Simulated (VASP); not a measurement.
# W (Im-3m) in VASP: further runs, part 2 of 2

VASP 6.6.1. The steps go on from the part before.

### 3 Relaxation of cell and atoms, r2SCAN

Contents of POSCAR:

```
W
1.0
   -1.5847881819      1.5847881819      1.5847881819
    1.5847881819     -1.5847881819      1.5847881819
    1.5847881819      1.5847881819     -1.5847881819
W
1
Direct
    0.0000000000      0.0000000000      0.0000000000
```

Contents of INCAR.step1:

```
ALGO = Normal
EDIFF = 1E-4
ENCUT = 600
GGA = PE
ISMEAR = 0
LASPH = T
LCHARG = F
LREAL = F
LWAVE = T
NELM = 80
PREC = Accurate
SIGMA = 0.1
```

Contents of INCAR.step2:

```
ALGO = Normal
EDIFF = 1E-6
EDIFFG = -0.01
ENCUT = 600
IBRION = 2
ISIF = 3
ISMEAR = 0
ISTART = 1
LASPH = T
LCHARG = F
LMIXTAU = T
LREAL = F
LWAVE = F
METAGGA = R2SCAN
NELM = 80
NSW = 100
PREC = Accurate
SIGMA = 0.1
```

Contents of KPOINTS:

```
k-points
0
Gamma
  24 24 24
```

Potentials or basis: VASP PAW PBE potentials, release 64 (W_sv).

Started as:

```bash
$ cat potpaw_PBE.64/W_sv/POTCAR > POTCAR
$ cp INCAR.step1 INCAR
$ mpirun -np 1 vasp_std > vasp.out
$ cp INCAR.step2 INCAR
$ mpirun -np 1 vasp_std > vasp.out
```

OUTCAR:

```text
EDIFF = 1E-6
   EDIFFG = -0.01
   ENCUT = 600
   IBRION = 2
   ISIF = 3
   ISMEAR = 0
   ISTART = 1
   LASPH = T
   LREAL = F
   METAGGA = R2SCAN
   NELM = 80
   NSW = 100
   PREC = Accurate

 ion  position               nearest neighbor table
   1  0.000  0.000  0.000-

  LATTYP: Found a body centered cubic cell.
 ALAT       =     3.1695763638

  Lattice vectors:

 A1 = (  -1.5847881819,   1.5847881819,   1.5847881819)
 A2 = (   1.5847881819,  -1.5847881819,   1.5847881819)
 A3 = (   1.5847881819,   1.5847881819,  -1.5847881819)

Analysis of symmetry for initial positions (statically):
=====================================================================
 Subroutine PRICEL returns:
 Original cell was already a primitive cell.

 Routine SETGRP: Setting up the symmetry group for a
 body centered cubic supercell.

 Subroutine GETGRP returns: Found 48 space group operations
 (whereof 48 operations were pure point group operations)
 out of a pool of 48 trial point group operations.

The static configuration has the point symmetry O_h .

Analysis of symmetry for dynamics (positions and initial velocities):
=====================================================================
 Subroutine PRICEL returns:
 Original cell was already a primitive cell.

 Routine SETGRP: Setting up the symmetry group for a
 body centered cubic supercell.

[... 221 lines left out ...]

 number of electron      14.0000002 magnetization

 Free energy of the ion-electron system (eV)
  ---------------------------------------------------
  ext. energy  EPLUGINS =         0.00000000
  ---------------------------------------------------
  free energy    TOTEN  =       -51.35551965 eV

  energy without entropy =      -51.35399642  energy(sigma->0) =      -51.35475803

 E-fermi :  11.2203     XC(G=0): -14.9118

 val. band max:       11.2182813373   @ k =   0.1667   0.0000   0.0000
 cond. band min:      11.2291005451   @ k =  -0.2500   0.2917   0.1250
 fundamental gap:      0.0108192077
 Fermi energy:        11.2202670529

 k-point     1 :       0.0000    0.0000    0.0000
  band No.  band energies     occupation
      1     -64.9477      2.00000
      2     -27.8188      2.00000
      3     -27.8188      2.00000
      4     -27.8188      2.00000
      5       1.0941      2.00000
      6       9.9099      2.00000
      7       9.9099      2.00000
      8       9.9099      2.00000
      9      13.7242      0.00000
     10      13.7242      0.00000
     11      26.4238      0.00000
[... 309 lines left out ...]
 k-point    24 :       0.4583    0.0417    0.0000
  band No.  band energies     occupation
      1     -64.8012      2.00000
      2     -29.1453      2.00000
      3     -28.2566      2.00000
      4     -27.8359      2.00000
      5       4.7346      2.00000
      6       7.4920      2.00000
      7      11.4562      0.00085
      8      13.5357      0.00000
      9      14.6743      0.00000
     10      17.4835      0.00000
     11      22.6850      0.00000

 [... further k-points ...]

------------------------ aborting loop because EDIFF is reached ----------------------------------------

  FORCE on cell =-STRESS in cart. coord.  units (eV):
  Direction    XX          YY          ZZ          XY          YZ          ZX
  --------------------------------------------------------------------------------------
  -------------------------------------------------------------------------------------
  Total        0.0026403      0.0026403      0.0026403      0.0000000      0.0000000      0.0000000
  in kB        0.2648572      0.2648572      0.2648572      0.0000000      0.0000000      0.0000000
  external PRESSURE =       0.2648572 kB  Pullay stress =       0.0000000 kB
[... 16 lines left out ...]
  FREE ENERGIE OF THE ION-ELECTRON SYSTEM (eV)
  ---------------------------------------------------
  free  energy   TOTEN  =       -51.3555196460 eV

  energy  without entropy=      -51.3539964188  energy(sigma->0) =      -51.35475803

 reached required accuracy - stopping structural energy minimisation
```

OUTCAR.step1:

```text
EDIFF = 1E-4
   ENCUT = 600
   GGA = PE
   ISMEAR = 0
   LASPH = T
[... 552 lines left out ...]

 POSITION                                       TOTAL-FORCE (eV/Angst)
 -----------------------------------------------------------------------------------
      0.00000      0.00000      0.00000        -0.000000      0.000000      0.000000
 -----------------------------------------------------------------------------------
    total drift:                               -0.000000      0.000000     -0.000000

  FREE ENERGIE OF THE ION-ELECTRON SYSTEM (eV)
  ---------------------------------------------------
  free  energy   TOTEN  =       -12.9537487867 eV

  energy  without entropy=      -12.9518240744  energy(sigma->0) =      -12.95278643
```

OSZICAR.step1:

```text
N       E                     dE             d eps       ncg     rms          rms(c)
DAV:   1     0.847188123461E+02    0.84719E+02   -0.85486E+03  9094   0.160E+03
DAV:   2    -0.118521225301E+02   -0.96571E+02   -0.93439E+02  9800   0.359E+02
DAV:   3    -0.135666425978E+02   -0.17145E+01   -0.16976E+01 10452   0.465E+01
DAV:   4    -0.135755164965E+02   -0.88739E-02   -0.88726E-02  9792   0.369E+00
DAV:   5    -0.135755913964E+02   -0.74900E-04   -0.74899E-04 10301   0.340E-01    0.208E+01
DAV:   6    -0.130859806167E+02    0.48961E+00   -0.57483E-01  9725   0.101E+01    0.829E+00
DAV:   7    -0.129579220741E+02    0.12806E+00   -0.30648E-01 10095   0.694E+00    0.636E-01
DAV:   8    -0.129537338583E+02    0.41882E-02   -0.37490E-03  9398   0.922E-01    0.746E-02
DAV:   9    -0.129537487867E+02   -0.14928E-04   -0.72975E-05  6402   0.121E-01
   1 F= -.12953749E+02 E0= -.12952786E+02  d E =-.192471E-02
```

It took 5.1 min on 1 thread of Intel Xeon Platinum 8488C (Sapphire Rapids), shared host; peak memory 0.24 GiB.

Results:

| Property | Result |
| --- | --- |
| Free energy | -51.3555 eV |
| Relaxed volume | 15.97 Å³/atom |
| Relaxed cell | a = 2.748 Å, b = 2.748 Å, c = 2.748 Å, α = 109.47°, β = 109.47°, γ = 109.47° |
| Space group after relaxing (to 0.1 Å) | Im-3m (No. 229) |
| Energy gained by relaxing | 0.2 meV/atom |
| Ionic steps | 3 |
| Pressure after relaxing | 0.0 GPa |
| Band gap on the k mesh | zero (bands 7 and 8 overlap by 6.55 eV) |

Step by step:
| step | energy change (eV) | largest force (eV/Å) | pressure (GPa) | volume (Å³) |
| --- | --- | --- | --- | --- |
| 1 | 0.0000 | 0.0000 | 1.03 | 15.92 |
| 2 | 0.0020 | 0.0000 | -3.67 | 16.16 |
| 3 | -0.0002 | 0.0000 | 0.03 | 15.97 |

Final structure:
```xyz
1
Lattice="-1.5865 1.5865 1.5865 1.5865 -1.5865 1.5865 1.5865 1.5865 -1.5865" Properties=species:S:1:pos:R:3 pbc="T T T"
W     0.0000    0.0000    0.0000
```

Levels at points of the mesh, in eV from the Fermi level:
| k point | band 4 | band 5 | band 6 | band 7 | band 8 | band 9 | band 10 | band 11 |
| --- | --- | --- | --- | --- | --- | --- | --- | --- |
| (0.00, 0.00, 0.00) | -39.04 | -10.13 | -1.31 | -1.31 | -1.31 | 2.50 | 2.50 | 15.20 |
| (0.50, 0.00, 0.00) | -39.05 | -6.55 | -3.75 | 0.46 | 2.34 | 3.38 | 6.23 | 11.50 |
| (0.50, 0.50, 0.50) | -39.97 | -6.00 | -6.00 | 5.24 | 5.24 | 5.24 | 8.44 | 8.44 |

Caveat: the PAW data sets were made with another functional, which shifts forces and pressure a little; spin-orbit coupling is left out, which moves the levels of the heavy elements.
